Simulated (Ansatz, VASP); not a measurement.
**CoO in VASP and in Ansatz**

File INCAR:

```
PREC = Accurate ; ENCUT = 700
EDIFF = 1E-6 ; ISMEAR = -1
SIGMA = 0.05 ; LREAL = False
LASPH = True ; NELM = 200
ALGO = Normal ; ISIF = 2
LWAVE = False ; LCHARG = False
ISPIN = 2 ; MAGMOM = 3 -3 0 0
LORBIT = 11 ; LMAXMIX = 4
LDAU = True ; LDAUTYPE = 2
LDAUL = 2 -1 ; LDAUU = 3.32 0
LDAUJ = 0 0 ; LDAUPRINT = 1
GGA = PE ; NBANDS = 35
GGA_COMPAT = False
```

Contents of KPOINTS:

```
Automatic mesh
0
Gamma
  10 10 5
```

Contents of POSCAR:

```
CoO
1.0
    2.6612513074      0.0000000000      0.0000000000
    0.0000000000      2.6612513074      0.0000000000
    0.0000000000      0.0000000000      5.3225026149
Co O
2 2
Direct
    0.0000000000      1.0000000000      1.0000000000
    0.0000000000      1.0000000000      0.5000000000
    0.5000000000      0.5000000000      0.2500000000
    0.5000000000      0.5000000000      0.7500000000
```

Input for Ansatz:

```yaml
crystal:
  lattice:
    - [2.6612513074, 0.0, 0.0]
    - [0.0, 2.6612513074, 0.0]
    - [0.0, 0.0, 5.3225026149]
  atoms:
    - { symbol: Co, position: [0.0, 1.0, 1.0], spin: 3.0 }
    - { symbol: O, position: [0.5, 0.5, 0.25] }
    - { symbol: Co, position: [0.0, 1.0, 0.5], spin: -3.0 }
    - { symbol: O, position: [0.5, 0.5, 0.75] }
basis:
  ecutwfc: 420
kpoints:
  mp_grid: { grid: [10, 10, 5] }
hamiltonian:
  xc: pbe
  hubbard: { sites: [{ species: Co, l: d, u_eff: 3.32 }] }
scf:
  occupations: { method: fermi_dirac, width: 0.05 }
output:
  forces: true
  stress: true
  eigenvalues: true
  populations: true
  eigenstates:
    nscf_kmesh: { grid: [8, 8, 4] }
    top_band: c46
    exchange_couplings: { magnetic: [{ species: Co }] }
magnetization:
  spin_polarized: true
```

Alike in both runs: task single point; functional PBE; k mesh 10 × 10 × 5; occupations fermi-dirac, width 0.05 eV; collinear spin; Hubbard terms Co d U = 3.32 eV.

|  | VASP | Ansatz |
| --- | --- | --- |
| version | VASP 6.6.1 | Ansatz 0.2.0 |
| potentials or method | VASP PAW PBE potentials, release 64 (Co_sv, O), cutoff 700 eV | scalar-relativistic, plane waves, PAW |
| valence electrons in the cell | 46 | 46 |

Ansatz gave:

* gap on the k mesh at the Fermi level (eV): 1.40
* least direct gap on the mesh (eV): 2.00
* pressure (GPa): -2.9
* net moment per atom (μB): 0.00
* size of the moment on the site where the two differ most (μB): 2.55

Problem. Which values does VASP return?

Solution. gap on the k mesh at the Fermi level (eV): 1.45; least direct gap on the mesh (eV): 2.04; pressure (GPa): -5.4; net moment per atom (μB): 0.00; size of the moment on the site where the two differ most (μB): 2.58.

Site moments also hang on the region over which each program counts them. The programs project onto different local orbitals, so the same U acts differently, and such runs can settle in different states.
